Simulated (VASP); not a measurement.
Crystal: SiBiS.

```xyz
3
Lattice="4.2355 0.0000 0.0000 0.0000 4.2355 0.0000 0.0000 0.0000 4.3478" Properties=species:S:1:pos:R:3 pbc="T T T"
Si    0.0000    0.0000    0.0000
Bi    0.0000    0.0000    2.1739
S     2.1177    2.1177    0.0000
```

The cell was generated, and may not be a known phase.

- Program: VASP 6.6.1
- Task: relaxation of cell and atoms
- Functional: PBE
- Potentials or basis: VASP PAW PBE potentials, release 64 (Si, Bi_d, S)
- Cutoff: 600 eV
- k mesh: 4 × 4 × 4
- Occupations: gaussian, width 0.1 eV
- Spin: no spin polarisation

At the start: pressure 14.1 GPa; volume 26.00 Å³/atom.

Problem. Where does the relaxation end?

Solution. Over 10 steps the energy falls by 1692.1 meV/atom and the volume is 22.37 Å³/atom (-13.9 %); space group P4/mmm (No. 123, to 0.1 Å) before and after.

The path:
| step | energy change (eV) | largest force (eV/Å) | pressure (GPa) | volume (Å³) |
| --- | --- | --- | --- | --- |
| 1 | 0.0000 | 0.0000 | 14.14 | 78.00 |
| 2 | -3.5303 | 0.0000 | -10.33 | 99.71 |
| 3 | -3.5975 | 0.0000 | -8.37 | 93.61 |
| 4 | -4.8322 | 0.0000 | -6.10 | 76.31 |
| 5 | -5.0553 | 0.0000 | -2.25 | 69.91 |
| 6 | -5.0619 | 0.0000 | -0.79 | 68.33 |
| 7 | -5.0626 | 0.0000 | -1.20 | 68.80 |
| 8 | -5.0760 | 0.0000 | -0.18 | 67.37 |
| 9 | -5.0761 | 0.0000 | -0.24 | 67.46 |
| 10 | -5.0764 | 0.0000 | 0.09 | 67.12 |

Final structure:
```xyz
3
Lattice="3.4208 0.0000 0.0000 0.0000 3.4208 0.0000 0.0000 0.0000 5.7354" Properties=species:S:1:pos:R:3 pbc="T T T"
Si    0.0000    3.4208    5.7354
Bi    3.4208    0.0000    2.8677
S     1.7104    1.7104    5.7354
```

Caveat: the k points lie up to 0.46 Å⁻¹ apart in the final cell, too coarse for converged energies and pressures of a metal; a cell axis changed by over 15 % at a fixed basis, so the end point is rough.
